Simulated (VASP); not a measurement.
# FeSi (P-6m2) in VASP: further runs

Runs on FeSi. Level: PBE. Tasks: single point, relaxation of cell and atoms.

Everything below comes from runs of VASP 6.6.1. Logs are shortened: lines on timing, memory, paths and dates and some standing lists are left out, and cuts for length are marked.

**1. The cell of the first run**

Symmetry: P-6m2, No. 187, hexagonal system. The conventional cell has a = 2.940 Å, b = 2.940 Å, c = 2.868 Å, α = 90.00°, β = 90.00°, γ = 120.00°. Fe (site symmetry -6m2) has 6 Si at 2.22 Å and 2 Fe at 2.87 Å within 2.9 Å. Within 2.9 Å of Si (site symmetry -6m2) lie 6 Fe at 2.22 Å and 2 Si at 2.87 Å.

**2. Single point, PBE, collinear spin, ferromagnetic start**

INCAR reads:

```
  PREC = Accurate
  ENCUT = 520
  EDIFF = 1E-6
  ISMEAR = 0
  SIGMA = 0.1
  LREAL = F
  LASPH = T
  NELM = 150
  ALGO = Normal
  ISIF = 2
  LWAVE = F
  LCHARG = T
  ISPIN = 2
  MAGMOM = 4 0
  LORBIT = 11
  LMAXMIX = 4
  GGA = PE
  LELF = T
  LVHAR = T
  NBANDS = 17
```

KPOINTS reads:

```
regular mesh
0
Gamma
  6 6 6
```

POSCAR reads:

```
FeSi
1.0
    2.9403883500      0.0000000000      0.0000000000
   -1.4701941800      2.5464510100      0.0000000000
    0.0000000000      0.0000000000      2.8679036600
Fe Si
1 1
Direct
    0.6666666700      0.3333333300      0.5000000000
    0.0000000000      0.0000000000      0.0000000000
```

Potentials or basis: VASP PAW PBE potentials, release 64 (Fe, Si).

Command:

```
$ cat potpaw_PBE.64/Fe/POTCAR potpaw_PBE.64/Si/POTCAR > POTCAR
$ mpirun -np 1 vasp_std > vasp.out
```

OUTCAR:

```text
PREC = Accurate
   ENCUT = 520
   EDIFF = 1E-6
   ISMEAR = 0
   LREAL = F
   LASPH = T
   NELM = 150
   ISIF = 2
   ISPIN = 2
   LORBIT = 11
   GGA = PE

 ion  position               nearest neighbor table
   1  0.667  0.333  0.500-   2 2.22   2 2.22   2 2.22   2 2.22   2 2.22   2 2.22
   2  0.000  0.000  0.000-   1 2.22   1 2.22   1 2.22   1 2.22   1 2.22   1 2.22

  LATTYP: Found a hexagonal cell.
 ALAT       =     2.9403883500
 C/A-ratio  =     0.9753485998

  Lattice vectors:

 A1 = (   2.9403883500,   0.0000000000,   0.0000000000)
 A2 = (  -1.4701941800,   2.5464510100,   0.0000000000)
 A3 = (   0.0000000000,   0.0000000000,   2.8679036600)

Analysis of symmetry for initial positions (statically):
=====================================================================
 Subroutine PRICEL returns:
 Original cell was already a primitive cell.

 Routine SETGRP: Setting up the symmetry group for a
 hexagonal supercell.

 Subroutine GETGRP returns: Found 12 space group operations
 (whereof 12 operations were pure point group operations)
 out of a pool of 24 trial point group operations.

The static configuration has the point symmetry D_3h.

Analysis of symmetry for dynamics (positions and initial velocities):
=====================================================================
 Subroutine PRICEL returns:
 Original cell was already a primitive cell.

 Routine SETGRP: Setting up the symmetry group for a
 hexagonal supercell.

 Subroutine GETGRP returns: Found 12 space group operations
 (whereof 12 operations were pure point group operations)
 out of a pool of 24 trial point group operations.

The dynamic configuration has the point symmetry D_3h.

Analysis of structural, dynamic, and magnetic symmetry:
=====================================================================
 Subroutine PRICEL returns:
 Original cell was already a primitive cell.

 Routine SETGRP: Setting up the symmetry group for a
 hexagonal supercell.

 Subroutine GETGRP returns: Found 12 space group operations
 (whereof 12 operations were pure point group operations)
 out of a pool of 24 trial point group operations.

The overall configuration has the point symmetry D_3h.

 Subroutine INISYM returns: Found 12 space group operations
 (whereof 12 operations are pure point group operations),
 and found     1 'primitive' translations

----------------------------------------------------------------------------------------

                                     Primitive cell

  volume of cell :      21.4736

  direct lattice vectors                    reciprocal lattice vectors
     2.940388350  0.000000000  0.000000000     0.340091131  0.196351707  0.000000000
    -1.470194180  2.546451010  0.000000000     0.000000000  0.392703412  0.000000000
     0.000000000  0.000000000  2.867903660     0.000000000  0.000000000  0.348686748

  length of vectors
     2.940388350  2.940388354  2.867903660     0.392703413  0.392703412  0.348686748

  position of ions in fractional coordinates (direct lattice)
     0.666666670  0.333333330  0.500000000
     0.000000000  0.000000000  0.000000000

  ion indices of the primitive-cell ions
   primitive index   ion index
                 1           1
                 2           2

----------------------------------------------------------------------------------------

 KPOINTS: regular mesh

Automatic generation of k-mesh.
 Grid dimensions read from file:
 generate k-points for:    6    6    6

 Generating k-lattice:

  Cartesian coordinates                     Fractional coordinates (reciprocal lattice)
     0.056681855  0.032725284  0.000000000     0.166666667 -0.000000000  0.000000000
     0.000000000  0.065450569  0.000000000     0.000000000  0.166666667  0.000000000
     0.000000000  0.000000000  0.058114458     0.000000000  0.000000000  0.166666667

  Length of vectors
     0.065450569  0.065450569  0.058114458

  Shift w.r.t. Gamma in fractional coordinates (k-lattice)
     0.000000000  0.000000000  0.000000000

 Subroutine IBZKPT returns following result:
 ===========================================

 Found     28 irreducible k-points:

 Following reciprocal coordinates:
            Coordinates               Weight
  0.000000  0.000000  0.000000      1.000000
  0.166667  0.000000  0.000000      6.000000
  0.333333  0.000000  0.000000      6.000000
  0.500000  0.000000  0.000000      3.000000
  0.166667  0.166667  0.000000      6.000000
  0.333333  0.166667  0.000000     12.000000
[... 16 lines left out ...]
  0.166667  0.000000  0.500000      6.000000
  0.333333  0.000000  0.500000      6.000000
 [... further k-points ...]
   k-points           NKPTS =     28   k-points in BZ     NKDIM =     28   number of bands    NBANDS=     17
   number of dos      NEDOS =    301   number of ions     NIONS =      2
   total plane-waves  NPLWV =  13824
   dimension x,y,z NGX =    24 NGY =   24 NGZ =   24
   dimension x,y,z NGXF=    48 NGYF=   48 NGZF=   48
   ions per type =               1   1
   NGX,Y,Z   is equivalent  to a cutoff of  13.57, 13.57, 13.91 a.u.
   NGXF,Y,Z  is equivalent  to a cutoff of  27.14, 27.14, 27.82 a.u.
 SYSTEM =  unknown system
   PREC   = accura    normal or accurate (medium, high low for compatibility)
   ISTART =      0    job   : 0-new  1-cont  2-samecut
   ICHARG =      2    charge: 1-file 2-atom 10-const
   ISPIN  =      2    spin polarized calculation?
   LNONCOLLINEAR =      F non collinear calculations
   LSORBIT =      F    spin-orbit coupling
   LASPH  =      T    aspherical Exc in radial PAW
   ENCUT  =  520.0 eV  38.22 Ry    6.18 a.u.   5.47  5.47  5.33*2*pi/ulx,y,z
   NELM   =    150;   NELMIN=  2; NELMDL= -5     # of ELM steps
   EDIFF  = 0.1E-05   stopping-criterion for ELM
   LREAL  =      F    real-space projection
   EDIFFG = 0.1E-04   stopping-criterion for IOM
   NSW    =      0    number of steps for IOM
   IBRION =     -1    ionic relax: 0-MD 1-quasi-New 2-CG
   NFREE  =      0    steps in history (QN), initial steepest desc. (CG)
   ISIF   =      2    stress and relaxation
   ISYM   =      2    0-nonsym 1-usesym 2-fastsym
   POTIM  = 0.5000    time-step for ionic-motion
   TEBEG  =    0.0;   TEEND  =   0.0 temperature during run
   PSTRESS=    0.0 pullay stress
   NELECT =      12.0000    total number of electrons
   NUPDOWN=      -1.0000    fix difference up-down
   EMIN   =  10.00;   EMAX   =-10.00  energy-range for DOS
   EFERMI =   0.00;   METHOD = LEGACY
   ISMEAR =     0;   SIGMA  =   0.10  broadening in eV -4-tet -1-fermi 0-gaus
   EFERMI_NEDOS =   21; number of points for ismear=-14 and -15
   IALGO  =     38    algorithm
   IMIX   =      4    mixing-type and parameters
     AMIX     =   0.40;   BMIX     =  1.00
     AMIX_MAG =   1.60;   BMIX_MAG =  1.00
  volume/ion in A,a.u.               =      10.74        72.46
  Fermi-wavevector in a.u.,A,eV,Ry     =   1.348447  2.548194 24.739582  1.818308
  Thomas-Fermi vector in A             =   2.476115
   LORBIT       =     11    0 simple, 1 ext, 2 COOP (PROOUT), +10 PAW based schemes
   GGA     = PE    functional components
   LHFCALC =     F    Hartree Fock is set to
   AEXX    =    0.0000 exact exchange contribution
   IVDW    =     0    specifies the selected vdW correction
   LEPSILON=     F    determine dielectric tensor
   LRPA    =     F    only Hartree local field effects (RPA)
 spin polarized calculation
 Gauss-broadening in eV      SIGMA  =   0.10
  energy-cutoff  :      520.00
  volume of cell :       21.47
 maximum number of plane-waves:       599
 NGX is ok and might be reduce to    24
   NGX = 11   NGY = 11   NGZ = 11

 number of electron      12.0000001 magnetization       0.4557820

 Free energy of the ion-electron system (eV)
  ---------------------------------------------------
  ext. energy  EPLUGINS =         0.00000000
  ---------------------------------------------------
  free energy    TOTEN  =       -13.89494302 eV

  energy without entropy =      -13.88996916  energy(sigma->0) =      -13.89245609

 E-fermi :  10.3521     XC(G=0): -12.8416

 val. band max:       10.3327642362   @ k =   0.5000   0.0000   0.5000
 cond. band min:      10.3709220290   @ k =   0.3333   0.3333   0.1667
 fundamental gap:      0.0381577928
 Fermi energy:        10.3521298387

 spin component 1

 k-point     1 :       0.0000    0.0000    0.0000
  band No.  band energies     occupation
      1      -3.2526      1.00000
      2       6.0894      1.00000
      3       7.7417      1.00000
      4       7.7417      1.00000
      5       9.1618      1.00000
      6       9.1618      1.00000
[... 9 lines left out ...]
     16      29.2084      0.00000
     17      35.2915      0.00000
[... 441 lines left out ...]
 k-point    24 :       0.3333    0.0000    0.5000
  band No.  band energies     occupation
      1       1.7588      1.00000
      2       4.2047      1.00000
      3       6.6958      1.00000
      4       7.2282      1.00000
      5       7.8213      1.00000
      6       9.3747      1.00000
[... 9 lines left out ...]
     16      36.1877      0.00000
     17      37.4031      0.00000

 [... further k-points ...]

 spin component 2

 k-point     1 :       0.0000    0.0000    0.0000
  band No.  band energies     occupation
      1      -3.2746      1.00000
      2       6.7692      1.00000
      3       8.0873      1.00000
      4       8.0873      1.00000
      5       9.4459      1.00000
      6       9.4459      1.00000
[... 9 lines left out ...]
     16      29.1660      0.00000
     17      35.2972      0.00000
[... 441 lines left out ...]
 k-point    24 :       0.3333    0.0000    0.5000
  band No.  band energies     occupation
      1       1.7486      1.00000
      2       4.2813      1.00000
      3       6.7689      1.00000
      4       7.4184      1.00000
      5       8.1171      1.00000
      6       9.8242      1.00000
[... 9 lines left out ...]
     16      36.2192      0.00000
     17      37.5635      0.00000

 [... further k-points ...]
[... 5 lines left out ...]
  --------------------------------------------------------------------------------------
  -------------------------------------------------------------------------------------
  Total        3.4211503      3.4211503      4.5981615     -0.0000000     -0.0000000      0.0000000
  in kB      255.2572901    255.2572904    343.0759148     -0.0000005     -0.0000000      0.0000000
  external PRESSURE =     284.5301651 kB  Pullay stress =       0.0000000 kB

 VOLUME and BASIS-vectors are now :
 -----------------------------------------------------------------------------
  energy-cutoff  :      520.00
  volume of cell :       21.47
      direct lattice vectors                 reciprocal lattice vectors
     2.940388350  0.000000000  0.000000000     0.340091131  0.196351707  0.000000000
    -1.470194180  2.546451010  0.000000000     0.000000000  0.392703412  0.000000000
     0.000000000  0.000000000  2.867903660     0.000000000  0.000000000  0.348686748

 POSITION                                       TOTAL-FORCE (eV/Angst)
 -----------------------------------------------------------------------------------
      1.47019      0.84882      1.43395        -0.000000      0.000000      0.000000
      0.00000      0.00000      0.00000         0.000000      0.000000      0.000000
 -----------------------------------------------------------------------------------
    total drift:                               -0.000001      0.000001      0.000000

  FREE ENERGIE OF THE ION-ELECTRON SYSTEM (eV)
  ---------------------------------------------------
  free  energy   TOTEN  =       -13.8949430242 eV

  energy  without entropy=      -13.8899691603  energy(sigma->0) =      -13.89245609

 total charge

# of ion       s       p       d       tot
------------------------------------------
    1        0.480   0.665   6.778   7.923
    2        0.781   0.970   0.000   1.751
--------------------------------------------------
tot          1.261   1.635   6.778   9.674

 magnetization (x)

# of ion       s       p       d       tot
------------------------------------------
    1        0.010  -0.009   0.503   0.504
    2       -0.004  -0.016   0.000  -0.021
--------------------------------------------------
tot          0.006  -0.026   0.503   0.483
```

It took 8.8 s on 1 thread of Intel Xeon 6975P-C (Granite Rapids), shared host; peak memory 0.15 GiB.

Results:

```
Free energy                                           : -13.8949 eV
Pressure                                              : 28.5 GPa
Net moment                                            : 0.46 μB per cell
Site moments                                          : Fe +0.50; Si -0.02 μB
Valence electrons inside the program's atomic spheres : Fe 7.92; Si 1.75
```

Caveat: the k points lie up to 0.41 Å⁻¹ apart; the moment fell far below its start of 4 μB, so a state of higher moment may lie lower in energy.

**3. Single point, PBE, collinear spin, ferromagnetic start**

This run uses another cell than the first one, of 11.34 Å³/atom, 1.057 times its volume.

INCAR reads:

```
  PREC = Accurate
  ENCUT = 520
  EDIFF = 1E-7
  ISMEAR = 0
  SIGMA = 0.1
  LREAL = F
  LASPH = T
  NELM = 150
  ALGO = Normal
  ISIF = 2
  LWAVE = F
  LCHARG = F
  ISPIN = 2
  MAGMOM = 4 0
  LORBIT = 11
  LMAXMIX = 4
  GGA = PE
  NBANDS = 17
```

KPOINTS is that of step 2.

POSCAR reads:

```
FeSi
1.0
    2.7258542754      0.0000000027      0.0000000000
   -1.3629271400      2.3606590481      0.0000000000
    0.0000000000      0.0000000000      3.5256931130
Fe Si
1 1
Direct
    0.6666666667      0.3333333333      0.5000000000
    0.0000000000      0.0000000000      0.0000000000
```

Potentials or basis: VASP PAW PBE potentials, release 64 (Fe, Si).

Command:

```
$ cat potpaw_PBE.64/Fe/POTCAR potpaw_PBE.64/Si/POTCAR > POTCAR
$ mpirun -np 1 vasp_std > vasp.out
```

It took 12 s on 1 thread of Intel Xeon 6975P-C (Granite Rapids), shared host; peak memory 0.15 GiB.

It converged, with:

```
Free energy                                           : -14.3508 eV
Pressure                                              : 0.2 GPa
Net moment                                            : 0.76 μB per cell
Site moments                                          : Fe +0.81; Si -0.02 μB
Valence electrons inside the program's atomic spheres : Fe 7.57; Si 1.64
```

Stress tensor (GPa, compression positive):
```
0.13 0.00 0.00
0.00 0.13 0.00
0.00 0.00 0.24
```

Levels at points of the mesh, in eV from the Fermi level:
Spin up:
```csv
k point,band 4,band 5,band 6,band 7,band 8,band 9
"(0.00, 0.00, 0.00)",-1.92,-1.92,-0.76,-0.76,4.52,9.85
"(0.50, 0.00, 0.00)",-3.34,-1.23,-0.15,1.01,4.36,4.40
"(0.00, 0.00, 0.50)",-1.84,-1.84,-1.07,-1.07,10.19,10.19
"(0.50, 0.00, 0.50)",-1.87,-1.85,-1.29,-0.14,1.66,3.32
```
Spin down:
```csv
k point,band 3,band 4,band 5,band 6,band 7,band 8,band 9,band 10
"(0.00, 0.00, 0.00)",-2.26,-1.00,-1.00,-0.18,-0.18,4.95,9.88,9.88
"(0.50, 0.00, 0.00)",-3.40,-2.68,-0.68,0.93,1.85,4.39,4.39,6.38
"(0.00, 0.00, 0.50)",-1.18,-0.90,-0.90,-0.52,-0.52,10.14,10.14,10.84
"(0.50, 0.00, 0.50)",-4.13,-1.71,-1.39,-0.57,0.94,2.12,3.90,7.46
```

Caveat: the k points lie up to 0.44 Å⁻¹ apart; the moment fell far below its start of 4 μB, so a state of higher moment may lie lower in energy.

(Part 1 of 2 ends here.)
